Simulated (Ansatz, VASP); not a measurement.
BeTe: VASP beside Ansatz

```
Be Te
1.0
     2.77722    2.77722    0.00000
    -2.77722    2.77722    0.00000
     0.00000    2.77722    2.77722
Be Te
1 1
Direct
  0.00000 0.00000 0.00000
  0.75000 0.25000 0.50000
```

Alike in both runs: functional LDA; k mesh 12 × 12 × 12; occupations fermi-dirac, width 0.08 eV; no spin polarisation.

Ansatz relaxed the structure, and its values are those at the end. VASP's run is a single point on that final structure, the one shown.

|  | VASP | Ansatz |
| --- | --- | --- |
| version | VASP 6.6.1 | Ansatz 0.2.0 |
| potentials or method | VASP PAW LDA potentials, release 64 (Be, Te) | PAW with Ansatz's default frozen-core files, scalar-relativistic |
| plane-wave cutoff (eV) | 520 | 420 |
| valence electrons in the cell | 8 | 18 |

```csv
,VASP,Ansatz,Ansatz less VASP
pressure (GPa),0.3,0.0,-0.28
```

LDA's correlation is that of Perdew and Zunger in VASP and of Perdew and Wang (1992) in Ansatz. VASP's potentials hold 8 valence electrons a cell and Ansatz's 18, so a difference there can come from the potentials and not from the codes.

Spin-orbit coupling is off throughout.
